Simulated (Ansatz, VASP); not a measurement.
**ZnS in VASP and in Ansatz**

```
Zn S
1.0
     3.73823    0.00000    0.00000
    -1.86912    3.23740    0.00000
     0.00000    0.00000    6.11228
Zn S
2 2
Cartesian
  0.0000 2.1583 0.0314
  1.8691 1.0791 3.0876
  0.0000 2.1583 2.3218
  1.8691 1.0791 5.3779
```

Change from the starting cell: z stretched by -0.5 %, x and y held.

Alike in both runs: functional LDA; k mesh 6 × 6 × 4; no spin polarisation.

Ansatz relaxed the structure, and its values are those at the end. VASP's run is a single point on that final structure, the one shown.

```csv
,VASP,Ansatz
version,VASP 6.6.1,Ansatz 0.2.0
potentials or method,"VASP PAW LDA potentials, release 64 (Zn, S), cutoff 520 eV","all-electron LAPW, scalar-relativistic"
occupations,"gaussian, width 0.01 eV",fixed
```

```csv
,VASP,Ansatz,Ansatz less VASP
gap on the k mesh at the Fermi level (eV),2.26,2.23,-0.033
pressure (GPa),0.7,0.5,-0.23
```

LDA's correlation is that of Perdew and Zunger in VASP and of Perdew and Wang (1992) in Ansatz. Ansatz ran all-electron here, and VASP with PAW potentials.
